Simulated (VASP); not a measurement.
# CdS (Hawleyite) (F-43m) in VASP: single point with PBEsol

Aim: the single point of CdS (Hawleyite) with PBEsol.

Program: VASP 6.6.1. These are calculated values, not measurements. Logs are shortened: lines on timing, memory, paths and dates and some standing lists are left out, and cuts for length are marked.

**1. The cell of the first run**

It takes space group F-43m (No. 216, cubic). Conventional cell: a = 5.833 Å, b = 5.833 Å, c = 5.833 Å, α = 90.00°, β = 90.00°, γ = 90.00°. Cd (site symmetry -43m) has 4 S at 2.53 Å within 3.3 Å. Within 3.3 Å of S (site symmetry -43m) lie 4 Cd at 2.53 Å.

**2. Single point, PBEsol, non-collinear spin, zero start, spin-orbit coupling**

INCAR

```
SYSTEM = CdS
  PREC = Accurate
  ENCUT = 520
  EDIFF = 1E-6
  ISMEAR = 0
  SIGMA = 0.01
  LREAL = .False.
  LASPH = .True.
  NELM = 150
  ALGO = Normal
  ISIF = 2
  LWAVE = .False.
  LCHARG = .False.
  MAGMOM = 0 0 0 0 0 0
  LORBIT = 11
  LSORBIT = .True.
  GGA_COMPAT = .False.
  LORBMOM = .True.
  GGA = PS
  NBANDS = 30
```

KPOINTS

```
regular mesh
0
Gamma
  6 6 6
  0 0 0
```

POSCAR

```
CdS
1.0
    0.0000000000      2.9165000000      2.9165000000
    2.9165000000      0.0000000000      2.9165000000
    2.9165000000      2.9165000000      0.0000000000
Cd S
1 1
Direct
    0.0000000000      0.0000000000      0.0000000000
    0.2500000000      0.2500000000      0.2500000000
```

Potentials or basis: VASP PAW PBE potentials, release 64 (Cd, S).

The run is started by

```bash
$ cat potpaw_PBE.64/Cd/POTCAR potpaw_PBE.64/S/POTCAR > POTCAR
$ mpirun -np 1 vasp_ncl > vasp.out
```

OUTCAR:

```text
SYSTEM = CdS
   PREC = Accurate
   ENCUT = 520
   EDIFF = 1E-6
   ISMEAR = 0
   LREAL = .False.
   LASPH = .True.
   NELM = 150
   ISIF = 2
   LORBIT = 11
   LSORBIT = .True.
   GGA = PS

 ion  position               nearest neighbor table
   1  0.000  0.000  0.000-   2 2.53   2 2.53   2 2.53   2 2.53
   2  0.250  0.250  0.250-   1 2.53   1 2.53   1 2.53   1 2.53

  LATTYP: Found a face centered cubic cell.
 ALAT       =     5.8330000000

  Lattice vectors:

 A1 = (   0.0000000000,   2.9165000000,   2.9165000000)
 A2 = (   2.9165000000,   0.0000000000,   2.9165000000)
 A3 = (   2.9165000000,   2.9165000000,   0.0000000000)

Analysis of symmetry for initial positions (statically):
=====================================================================
 Subroutine PRICEL returns:
 Original cell was already a primitive cell.

 Routine SETGRP: Setting up the symmetry group for a
 face centered cubic supercell.

 Subroutine GETGRP returns: Found 24 space group operations
 (whereof 24 operations were pure point group operations)
 out of a pool of 48 trial point group operations.

The static configuration has the point symmetry T_d .

Analysis of symmetry for dynamics (positions and initial velocities):
=====================================================================
 Subroutine PRICEL returns:
 Original cell was already a primitive cell.

 Routine SETGRP: Setting up the symmetry group for a
 face centered cubic supercell.

 Subroutine GETGRP returns: Found 24 space group operations
 (whereof 24 operations were pure point group operations)
 out of a pool of 48 trial point group operations.

The dynamic configuration has the point symmetry T_d .

Analysis of structural, dynamic, and magnetic symmetry:
=====================================================================
 Subroutine PRICEL returns:
 Original cell was already a primitive cell.

 Routine SETGRP: Setting up the symmetry group for a
 face centered cubic supercell.

 Subroutine GETGRP returns: Found 24 space group operations
 (whereof 24 operations were pure point group operations)
 out of a pool of 48 trial point group operations.

The overall configuration has the point symmetry T_d .

 Subroutine INISYM returns: Found 24 space group operations
 (whereof 24 operations are pure point group operations),
 and found     1 'primitive' translations

----------------------------------------------------------------------------------------

                                     Primitive cell

  volume of cell :      49.6153

  direct lattice vectors                    reciprocal lattice vectors
     0.000000000  2.916500000  2.916500000    -0.171438368  0.171438368  0.171438368
     2.916500000  0.000000000  2.916500000     0.171438368 -0.171438368  0.171438368
     2.916500000  2.916500000  0.000000000     0.171438368  0.171438368 -0.171438368

  length of vectors
     4.124553855  4.124553855  4.124553855     0.296939964  0.296939964  0.296939964

  position of ions in fractional coordinates (direct lattice)
     0.000000000  0.000000000  0.000000000
     0.250000000  0.250000000  0.250000000

  ion indices of the primitive-cell ions
   primitive index   ion index
                 1           1
                 2           2

----------------------------------------------------------------------------------------

 KPOINTS: regular mesh

Automatic generation of k-mesh.
 Grid dimensions read from file:
 generate k-points for:    6    6    6

 Generating k-lattice:

  Cartesian coordinates                     Fractional coordinates (reciprocal lattice)
    -0.028573061  0.028573061  0.028573061     0.166666667  0.000000000  0.000000000
     0.028573061 -0.028573061  0.028573061     0.000000000  0.166666667  0.000000000
     0.028573061  0.028573061 -0.028573061     0.000000000  0.000000000  0.166666667

[... 92 lines left out ...]

 number of electron      18.0000004 magnetization       0.0000000      0.0000000     -0.0000000

 number of electron      18.0000004 magnetization      -0.0000000     -0.0000000      0.0000000

 Free energy of the ion-electron system (eV)
  ---------------------------------------------------
  ext. energy  EPLUGINS =         0.00000000
  ---------------------------------------------------
  free energy    TOTEN  =        -6.84072637 eV

  energy without entropy =       -6.84072637  energy(sigma->0) =       -6.84072637

 E-fermi :   1.3458     XC(G=0):  -9.3777

 val. band max:        1.2284162618   @ k =   0.0000   0.0000   0.0000
 cond. band min:       2.2205025795   @ k =   0.0000   0.0000   0.0000
 fundamental gap:      0.9920863178
 Fermi energy:         1.3458070162

 k-point     1 :       0.0000    0.0000    0.0000
  band No.  band energies     occupation
      1     -11.1716      1.00000
      2     -11.1716      1.00000
      3      -6.7762      1.00000
      4      -6.7762      1.00000
      5      -6.7762      1.00000
      6      -6.7762      1.00000
[... 715 lines left out ...]
     29      14.3793      0.00000
     30      14.4024      0.00000

------------------------ aborting loop because EDIFF is reached ----------------------------------------

  FORCE on cell =-STRESS in cart. coord.  units (eV):
  Direction    XX          YY          ZZ          XY          YZ          ZX
  --------------------------------------------------------------------------------------
  -------------------------------------------------------------------------------------
  Total        0.0263783      0.0263783      0.0263783      0.0000000      0.0000000      0.0000000
  in kB        0.8518089      0.8518089      0.8518089      0.0000000      0.0000000      0.0000000
  external PRESSURE =       0.8518089 kB  Pullay stress =       0.0000000 kB

 VOLUME and BASIS-vectors are now :
 -----------------------------------------------------------------------------
  energy-cutoff  :      520.00
  volume of cell :       49.62
      direct lattice vectors                 reciprocal lattice vectors
     0.000000000  2.916500000  2.916500000    -0.171438368  0.171438368  0.171438368
     2.916500000  0.000000000  2.916500000     0.171438368 -0.171438368  0.171438368
     2.916500000  2.916500000  0.000000000     0.171438368  0.171438368 -0.171438368

 POSITION                                       TOTAL-FORCE (eV/Angst)
 -----------------------------------------------------------------------------------
      0.00000      0.00000      0.00000         0.000000      0.000000      0.000000
      1.45825      1.45825      1.45825        -0.000000     -0.000000     -0.000000
 -----------------------------------------------------------------------------------
    total drift:                                0.000000      0.000000      0.000000

  FREE ENERGIE OF THE ION-ELECTRON SYSTEM (eV)
  ---------------------------------------------------
  free  energy   TOTEN  =        -6.8407263672 eV

  energy  without entropy=       -6.8407263672  energy(sigma->0) =       -6.84072637

 orbital moment (x)

 # of ion     p       d       tot
 ----------------------------------------
  1         0.000   0.000   0.000
  2         0.000   0.000   0.000
 ----------------------------------------
            0.000   0.000   0.000

 orbital moment (y)

 # of ion     p       d       tot
 ----------------------------------------
  1         0.000  -0.000  -0.000
  2        -0.000   0.000  -0.000
 ----------------------------------------
            0.000  -0.000  -0.000

 orbital moment (z)

 # of ion     p       d       tot
 ----------------------------------------
  1         0.000   0.000   0.000
  2         0.000   0.000   0.000
 ----------------------------------------
            0.000   0.000   0.000

 Spin-Orbit-Coupling matrix elements

 Ion:    1  E_soc:     -0.0575766
 l=   1
     0.0000000    -0.0025382    -0.0025382
    -0.0025382     0.0000000    -0.0025382
    -0.0025382    -0.0025382     0.0000000
 l=   2
     0.0000000    -0.0014405     0.0000000    -0.0014405    -0.0056174
    -0.0014405     0.0000000    -0.0042130    -0.0014405    -0.0014043
     0.0000000    -0.0042130     0.0000000    -0.0042130     0.0000000
    -0.0014405    -0.0014405    -0.0042130     0.0000000    -0.0014043
    -0.0056174    -0.0014043     0.0000000    -0.0014043     0.0000000
 l=   3
     0.0000000     0.0000000     0.0000000     0.0000000     0.0000000     0.0000000     0.0000000
     0.0000000     0.0000000     0.0000000     0.0000000     0.0000000     0.0000000     0.0000000
     0.0000000     0.0000000     0.0000000     0.0000000     0.0000000     0.0000000     0.0000000
     0.0000000     0.0000000     0.0000000     0.0000000     0.0000000     0.0000000     0.0000000
     0.0000000     0.0000000     0.0000000     0.0000000     0.0000000     0.0000000     0.0000000
     0.0000000     0.0000000     0.0000000     0.0000000     0.0000000     0.0000000     0.0000000
     0.0000000     0.0000000     0.0000000     0.0000000     0.0000000     0.0000000     0.0000000

 Ion:    2  E_soc:     -0.0021303
 l=   1
     0.0000000    -0.0003550    -0.0003550
    -0.0003550     0.0000000    -0.0003550
    -0.0003550    -0.0003550     0.0000000
 l=   2
     0.0000000     0.0000000     0.0000000     0.0000000     0.0000000
     0.0000000     0.0000000     0.0000000     0.0000000     0.0000000
     0.0000000     0.0000000     0.0000000     0.0000000     0.0000000
     0.0000000     0.0000000     0.0000000     0.0000000     0.0000000
     0.0000000     0.0000000     0.0000000     0.0000000     0.0000000
 l=   3
     0.0000000     0.0000000     0.0000000     0.0000000     0.0000000     0.0000000     0.0000000
     0.0000000     0.0000000     0.0000000     0.0000000     0.0000000     0.0000000     0.0000000
     0.0000000     0.0000000     0.0000000     0.0000000     0.0000000     0.0000000     0.0000000
     0.0000000     0.0000000     0.0000000     0.0000000     0.0000000     0.0000000     0.0000000
     0.0000000     0.0000000     0.0000000     0.0000000     0.0000000     0.0000000     0.0000000
     0.0000000     0.0000000     0.0000000     0.0000000     0.0000000     0.0000000     0.0000000
     0.0000000     0.0000000     0.0000000     0.0000000     0.0000000     0.0000000     0.0000000

 total charge

# of ion       s       p       d       tot
------------------------------------------
    1        0.431   0.333   9.560  10.324
    2        1.317   2.375   0.000   3.692
--------------------------------------------------
tot          1.748   2.708   9.560  14.016

 magnetization (x)

# of ion       s       p       d       tot
------------------------------------------
    1       -0.000   0.000  -0.000  -0.000
    2       -0.000   0.000   0.000   0.000
--------------------------------------------------
tot         -0.000   0.000  -0.000   0.000

 magnetization (y)

# of ion       s       p       d       tot
------------------------------------------
    1        0.000   0.000   0.000   0.000
    2        0.000  -0.000   0.000  -0.000
--------------------------------------------------
tot          0.000  -0.000   0.000  -0.000

 magnetization (z)

# of ion       s       p       d       tot
------------------------------------------
    1       -0.000  -0.000  -0.000  -0.000
    2        0.000  -0.000   0.000  -0.000
--------------------------------------------------
tot         -0.000  -0.000  -0.000  -0.000
```

Wall time 54 s (1 thread of Intel Xeon Platinum 8259CL at 2.50GHz (Skylake/Cascade Lake), shared host); peak memory 0.32 GiB.

What came out:

```yaml
Free_energy: -6.8407 eV
Pressure: 0.1 GPa
Net_moment: 0.00 μB per cell
Valence_electrons_inside_the_program's_atomic_spheres: Cd 10.32; S 3.69
```

Moments on the atoms (μB; x, y, z):
```
Cd  0.00 0.00 0.00
S   0.00 0.00 0.00
```

Caveat: the PAW data sets were made with another functional, which shifts forces and pressure a little.
